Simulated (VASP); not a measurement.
A run of VASP 6.6.1:

The input INCAR:

```
SYSTEM = TaCl3F
ALGO = Normal
EDIFF = 1E-7
EDIFFG = -0.08
ENCUT = 600
GGA = PE
GGA_COMPAT = .False.
IBRION = 2
ISIF = 3
ISMEAR = 0
LASPH = .True.
LCHARG = .False.
LREAL = .False.
LWAVE = .False.
NELM = 120
NELMIN = 4
NSW = 36
PREC = Accurate
SIGMA = 0.15
```

Contents of KPOINTS:

```
k-points
0
Gamma
  3 3 3
  0 0 0
```

Contents of POSCAR:

```
TaCl3F
1.0
    4.4160807200      0.0000000000      0.0000000000
    0.0000000000      4.4160807200      0.0000000000
    0.0000000000      0.0000000000      4.7675087500
Ta Cl F
1 3 1
Direct
    0.0000000000      0.0000000000      0.0509553300
    0.5000000000      0.0000000000      0.6960848600
    0.5000000000      0.5000000000      0.1625723100
    0.0000000000      0.5000000000      0.6960848600
    0.5000000000      0.5000000000      0.6228065500
```

Potentials or basis: VASP PAW PBE potentials, release 64 (Ta_pv, Cl, F).

Run with:

```console
$ cat potpaw_PBE.64/Ta_pv/POTCAR potpaw_PBE.64/Cl/POTCAR potpaw_PBE.64/F/POTCAR > POTCAR
$ mpirun -np 1 vasp_std > vasp.out
```

Hardware: 1 thread of AMD EPYC 9R45 96-Core Processor (Zen 5) (shared host).

Q: Estimate the wall time of this run.

A: Wall time 4.6 min on 1 thread of AMD EPYC 9R45 96-Core Processor (Zen 5), on a shared host, peak memory 0.2 GiB. Counts: scf iterations 330, k points 6, ion steps 25.
